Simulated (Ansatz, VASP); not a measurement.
# CdH: VASP beside Ansatz

```
Cd H
1.0
     3.09842    0.00000    0.00000
    -1.54921    2.68331    0.00000
     0.00000    0.00000   13.89461
Cd H
4 4
Direct
  0.00000 0.00000 0.00000
  0.33333 0.66667 0.25000
  0.00000 0.00000 0.50000
  0.66667 0.33333 0.75000
  0.00000 0.00000 0.65569
  0.00000 0.00000 0.34431
  0.00000 0.00000 0.15569
  0.00000 0.00000 0.84431
```

Alike in both runs: functional PBE; k mesh 12 × 12 × 4; occupations gaussian, width 0.1 eV; no spin polarisation.

Ansatz relaxed the structure, and its values are those at the end. VASP's run is a single point on that final structure, the one shown.

|  | VASP | Ansatz |
| --- | --- | --- |
| version | VASP 6.6.1 | Ansatz 0.2.0 |
| potentials or method | VASP PAW PBE potentials, release 64 (Cd, H), cutoff 520 eV | scalar-relativistic, plane waves, PAW |
| valence electrons in the cell | 52 | 84 |

```tsv
	VASP	Ansatz	Ansatz less VASP
gap on the k mesh at the Fermi level (eV)	none	none	-
pressure (GPa)	0.2	0.0	-0.26
rms of the force components (eV/Å)	0.006	0.002	-0.0037
```

A gap of «none» marks a metal or a gap that the smearing closes. VASP's potentials hold 52 valence electrons a cell and Ansatz's 84, so a difference there can come from the potentials and not from the codes.
